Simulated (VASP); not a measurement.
Wanted: the native input for a VASP 6.6.1 run.

```yaml
Task: single point
Functional: PBEsol
Potentials_or_basis: VASP PAW PBE potentials, release 64 (Si, Ge_d)
Cutoff: 520 eV
k_mesh: 2 × 2 × 2
Occupations: fermi-dirac, width 0.05 eV
Spin: no spin polarisation
Dipole_correction: no
Further_INCAR_settings: LREAL = Auto; ALGO = Normal; EDIFF = 1e-07; NBANDS = 53
```

The structure of Si16Ge (a cell with a defect) lies in POSCAR:

```
Si16Ge
1.0
    0.0000000000      5.4300000000      5.4300000000
    5.4300000000      0.0000000000      5.4300000000
    5.4300000000      5.4300000000      0.0000000000
Si Ge
16 1
Direct
    0.0017242173      0.0005113260     -0.0014188766
    0.1225232044      0.1217668508      0.1204132597
   -0.0033654696     -0.0039120626      0.5034459484
    0.1226520258      0.1218067219      0.6347043278
   -0.0037115101      0.5047663904     -0.0049291897
    0.1220789134      0.6365818600      0.1204814917
   -0.0036308471      0.5047557090      0.5034875691
    0.1274227440      0.6247175875      0.6237774401
    0.5056309392     -0.0043738490     -0.0050215470
    0.6377448435      0.1211452118      0.1204183241
    0.5056508287     -0.0043278085      0.5034285451
    0.6252570902      0.1270837937      0.6236918969
    0.5054577348      0.5044638122     -0.0050697053
    0.6250174954      0.6243644567      0.1267607735
    0.5004557090      0.5000682320      0.4996658379
    0.6250767035      0.6244085635      0.6236326888
    1.2518047882      0.2504863720      0.2485546961
```

These files were run (other wordings do the same):

INCAR

```
SYSTEM = Si16Ge
PREC     = Accurate       ! precision mode
ENCUT    = 520            ! plane-wave cutoff, eV
EDIFF    = 1E-7           ! SCF threshold, eV
ISMEAR   = -1             ! smearing method
SIGMA    = 0.05           ! smearing width, eV
LREAL    = Auto         
LASPH    = .TRUE.         ! aspherical terms in the spheres
NELM     = 100            ! most SCF steps
ALGO     = Normal         ! electronic algorithm
ISIF     = 2              ! what is computed and relaxed
LWAVE    = .FALSE.        ! write WAVECAR
LCHARG   = .FALSE.        ! write CHGCAR
GGA      = PS             ! functional
NBANDS   = 53             ! bands
```

KPOINTS

```
regular mesh
0
G
  2 2 2
  0 0 0
```

Potentials or basis: VASP PAW PBE potentials, release 64 (Si, Ge_d).

The run is started by

```sh
$ cat potpaw_PBE.64/Si/POTCAR potpaw_PBE.64/Ge_d/POTCAR > POTCAR
$ mpirun -np 1 vasp_std > vasp.out
```

Results of the run:

```
Pressure               : 4.8 GPa
Largest force          : 0.008 eV/Å
Band gap on the k mesh : zero (bands 39 and 40 overlap by 0.31 eV)
```

Caveat: the k points lie up to 0.50 Å⁻¹ apart; the PAW data sets were made with another functional, which shifts forces and pressure a little.

Run time: 4.3 min on 1 thread of AMD EPYC 7R43 64-Core Processor (Zen 3), on a shared host, peak memory 0.46 GiB.
